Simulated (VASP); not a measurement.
Runs of VASP 6.6.1 on LiF. It takes space group P6_3/mmc (No. 194, hexagonal). Conventional cell: a = 2.776 Å, b = 2.776 Å, c = 4.783 Å, α = 90.00°, β = 90.00°, γ = 120.00°. Within 2.6 Å of Li (site symmetry -3m) lie 6 F at 2.00 Å and 2 Li at 2.39 Å. Within 2.6 Å of F (site symmetry -6m2) lie 6 Li at 2.00 Å. 

| level | potentials or basis | k mesh | gap on the mesh (eV) |
| --- | --- | --- | --- |
| PBE | VASP PAW PBE potentials, release 64 (Li_sv, F) | 6 × 6 × 4 | 9.22 |
| r2SCAN | VASP PAW PBE potentials, release 64 (Li_sv, F) | 6 × 6 × 4 | (a) |
| PBE | VASP PAW PBE potentials, release 64 (Li_sv, F) | 9 × 9 × 4 | 9.22 |
| LDA | VASP PAW LDA potentials, release 64 (Li_sv, F) | 6 × 6 × 4 | 8.96 |

Alike in all rows: task single point; no spin polarisation; cell as given; cutoff (eV) 520; smearing gaussian 0.01 eV.

Fill in the values left out.

(a) 10.40.

Caveats: some runs use coarse meshes.

A k mesh can miss the band edges.
